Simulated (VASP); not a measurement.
# SrB3Pt (Pm-3m) in VASP: notebook

Runs on SrB3Pt. Level: PBE. Tasks: single point, relaxation of cell and atoms.

Everything below comes from runs of VASP 6.6.1. Logs are shortened: lines on timing, memory, paths and dates and some standing lists are left out, and cuts for length are marked.

**1. The cell of the first run**

It takes space group Pm-3m (No. 221, cubic). The conventional cell has a = 4.601 Å, b = 4.601 Å, c = 4.601 Å, α = 90.00°, β = 90.00°, γ = 90.00°. Within 3.0 Å of Sr (site symmetry m-3m) lie 6 B at 2.30 Å. Within 3.0 Å of B (site symmetry 4/mmm) lie 2 Sr at 2.30 Å. Within 4.3 Å of Pt (site symmetry m-3m) lie 12 B at 3.25 Å and 8 Sr at 3.98 Å.

**2. Single point, PBE**

Contents of INCAR:

```
  ALGO = Normal
  EDIFF = 1E-7
  ENCUT = 520
  GGA = PE
  ISIF = 2
  ISMEAR = 0
  LASPH = T
  LCHARG = T
  LELF = T
  LREAL = F
  LVHAR = T
  LWAVE = F
  NBANDS = 22
  NELM = 80
  PREC = Accurate
  SIGMA = 0.1
```

Contents of KPOINTS:

```
k-points
0
Gamma
  4 4 4
```

Contents of POSCAR:

```
SrB3Pt
1.0
    4.6008303401      0.0000000000      0.0000000000
    0.0000000000      4.6008303401      0.0000000000
    0.0000000000      0.0000000000      4.6008303401
Sr B Pt
1 3 1
Direct
    0.0000000000      0.0000000000      0.0000000000
    0.5000000000      0.0000000000      0.0000000000
    0.0000000000      0.5000000000      0.0000000000
    0.0000000000      0.0000000000      0.5000000000
    0.5000000000      0.5000000000      0.5000000000
```

Potentials or basis: VASP PAW PBE potentials, release 64 (Sr_sv, B, Pt).

On the command line:

```bash
$ cat potpaw_PBE.64/Sr_sv/POTCAR potpaw_PBE.64/B/POTCAR potpaw_PBE.64/Pt/POTCAR > POTCAR
$ mpirun -np 1 vasp_std > vasp.out
```

OUTCAR:

```text
EDIFF = 1E-7
   ENCUT = 520
   GGA = PE
   ISIF = 2
   ISMEAR = 0
   LASPH = T
   LREAL = F
   NELM = 80
   PREC = Accurate

 ion  position               nearest neighbor table
   1  0.000  0.000  0.000-   2 2.30   3 2.30   4 2.30   4 2.30   3 2.30   2 2.30   5 3.98   5 3.98
                             5 3.98   5 3.98   5 3.98   5 3.98   5 3.98   5 3.98
   2  0.500  0.000  0.000-   1 2.30   1 2.30
   3  0.000  0.500  0.000-   1 2.30   1 2.30
   4  0.000  0.000  0.500-   1 2.30   1 2.30
   5  0.500  0.500  0.500-   1 3.98   1 3.98   1 3.98   1 3.98   1 3.98   1 3.98   1 3.98   1 3.98

  LATTYP: Found a simple cubic cell.
 ALAT       =     4.6008303401

  Lattice vectors:

 A1 = (   4.6008303401,   0.0000000000,   0.0000000000)
 A2 = (   0.0000000000,   4.6008303401,   0.0000000000)
 A3 = (   0.0000000000,   0.0000000000,   4.6008303401)

Analysis of symmetry for initial positions (statically):
=====================================================================
 Subroutine PRICEL returns:
 Original cell was already a primitive cell.

 Routine SETGRP: Setting up the symmetry group for a
 simple cubic supercell.

 Subroutine GETGRP returns: Found 48 space group operations
 (whereof 48 operations were pure point group operations)
 out of a pool of 48 trial point group operations.

The static configuration has the point symmetry O_h .

Analysis of symmetry for dynamics (positions and initial velocities):
=====================================================================
 Subroutine PRICEL returns:
 Original cell was already a primitive cell.

 Routine SETGRP: Setting up the symmetry group for a
 simple cubic supercell.

 Subroutine GETGRP returns: Found 48 space group operations
 (whereof 48 operations were pure point group operations)
 out of a pool of 48 trial point group operations.

The dynamic configuration has the point symmetry O_h .

 Subroutine INISYM returns: Found 48 space group operations
 (whereof 48 operations are pure point group operations),
 and found     1 'primitive' translations

----------------------------------------------------------------------------------------

                                     Primitive cell

  volume of cell :      97.3887

  direct lattice vectors                    reciprocal lattice vectors
[... 76 lines left out ...]
   ENCUT  =  520.0 eV  38.22 Ry    6.18 a.u.   8.55  8.55  8.55*2*pi/ulx,y,z
   NELM   =     80;   NELMIN=  2; NELMDL= -5     # of ELM steps
   EDIFF  = 0.1E-06   stopping-criterion for ELM
   LREAL  =      F    real-space projection
   EDIFFG = 0.1E-05   stopping-criterion for IOM
   NSW    =      0    number of steps for IOM
   IBRION =     -1    ionic relax: 0-MD 1-quasi-New 2-CG
   NFREE  =      0    steps in history (QN), initial steepest desc. (CG)
   ISIF   =      2    stress and relaxation
   ISYM   =      2    0-nonsym 1-usesym 2-fastsym
   POTIM  = 0.5000    time-step for ionic-motion
   TEBEG  =    0.0;   TEEND  =   0.0 temperature during run
   PSTRESS=    0.0 pullay stress
   NELECT =      29.0000    total number of electrons
   NUPDOWN=      -1.0000    fix difference up-down
   EMIN   =  10.00;   EMAX   =-10.00  energy-range for DOS
   EFERMI =   0.00;   METHOD = LEGACY
   ISMEAR =     0;   SIGMA  =   0.10  broadening in eV -4-tet -1-fermi 0-gaus
   EFERMI_NEDOS =   21; number of points for ismear=-14 and -15
   IALGO  =     38    algorithm
   IMIX   =      4    mixing-type and parameters
     AMIX     =   0.40;   BMIX     =  1.00
     AMIX_MAG =   1.60;   BMIX_MAG =  1.00
  volume/ion in A,a.u.               =      19.48       131.44
  Fermi-wavevector in a.u.,A,eV,Ry     =   1.093213  2.065872 16.260509  1.195114
  Thomas-Fermi vector in A             =   2.229493
   LORBIT       =      0    0 simple, 1 ext, 2 COOP (PROOUT), +10 PAW based schemes
   GGA     = PE    functional components
   LHFCALC =     F    Hartree Fock is set to
   AEXX    =    0.0000 exact exchange contribution
   IVDW    =     0    specifies the selected vdW correction
   LEPSILON=     F    determine dielectric tensor
   LRPA    =     F    only Hartree local field effects (RPA)
 non-spin polarized calculation
 Gauss-broadening in eV      SIGMA  =   0.10
  energy-cutoff  :      520.00
  volume of cell :       97.39
 maximum number of plane-waves:      2657
 NGX is ok and might be reduce to    36
   NGX = 17   NGY = 17   NGZ = 17

 number of electron      28.9999996 magnetization

 Free energy of the ion-electron system (eV)
  ---------------------------------------------------
  ext. energy  EPLUGINS =         0.00000000
  ---------------------------------------------------
  free energy    TOTEN  =       -12.46386196 eV

  energy without entropy =      -12.45799620  energy(sigma->0) =      -12.46092908

 E-fermi :   2.1306     XC(G=0):  -9.6055

 val. band max:        2.0407908704   @ k =   0.5000   0.0000   0.0000
 cond. band min:       2.2575163722   @ k =   0.2500   0.0000   0.0000
 fundamental gap:      0.2167255018
 Fermi energy:         2.1305963233

 k-point     1 :       0.0000    0.0000    0.0000
  band No.  band energies     occupation
      1     -31.3246      2.00000
      2     -13.9255      2.00000
      3     -13.9255      2.00000
      4     -13.9255      2.00000
      5      -5.1486      2.00000
      6      -2.9095      2.00000
[... 239 lines left out ...]
     21       5.7775      0.00000
     22       5.7775      0.00000

------------------------ aborting loop because EDIFF is reached ----------------------------------------

  FORCE on cell =-STRESS in cart. coord.  units (eV):
  Direction    XX          YY          ZZ          XY          YZ          ZX
  --------------------------------------------------------------------------------------
  -------------------------------------------------------------------------------------
  Total        0.1670324      0.1670324      0.1670324     -0.0000000      0.0000000     -0.0000000
  in kB        2.7479103      2.7479103      2.7479103     -0.0000000      0.0000000     -0.0000000
  external PRESSURE =       2.7479103 kB  Pullay stress =       0.0000000 kB

 VOLUME and BASIS-vectors are now :
 -----------------------------------------------------------------------------
  energy-cutoff  :      520.00
  volume of cell :       97.39
      direct lattice vectors                 reciprocal lattice vectors
     4.600830340  0.000000000  0.000000000     0.217352070  0.000000000  0.000000000
     0.000000000  4.600830340  0.000000000     0.000000000  0.217352070  0.000000000
     0.000000000  0.000000000  4.600830340     0.000000000  0.000000000  0.217352070

 POSITION                                       TOTAL-FORCE (eV/Angst)
 -----------------------------------------------------------------------------------
      0.00000      0.00000      0.00000         0.000000      0.000000      0.000000
      2.30042      0.00000      0.00000         0.000000      0.000000      0.000000
      0.00000      2.30042      0.00000         0.000000      0.000000      0.000000
      0.00000      0.00000      2.30042         0.000000      0.000000      0.000000
      2.30042      2.30042      2.30042         0.000000      0.000000      0.000000
 -----------------------------------------------------------------------------------
    total drift:                                0.000000      0.000000      0.000000

  FREE ENERGIE OF THE ION-ELECTRON SYSTEM (eV)
  ---------------------------------------------------
  free  energy   TOTEN  =       -12.4638619627 eV

  energy  without entropy=      -12.4579962005  energy(sigma->0) =      -12.46092908
```

stdout:

```text
POSCAR found type information on POSCAR SrB Pt
 POSCAR found :  3 types and       5 ions
 scaLAPACK will be used
 LDA part: xc-table for (Slater+PW92), standard interpolation
 POSCAR, INCAR and KPOINTS ok, starting setup
 FFT: planning ... GRIDC
 FFT: planning ... GRID_SOFT
 FFT: planning ... GRID
 WAVECAR not read
 entering main loop
```

Run time: 12 s. Hardware: 1 thread of Intel Xeon 6975P-C (Granite Rapids), shared host; peak memory 0.21 GiB.

Results:

```
Free energy : -12.4639 eV
Pressure    : 0.3 GPa
```

Caveat: spin-orbit coupling is left out, which moves the levels of the heavy elements.

(Part 1 of 2 ends here.)
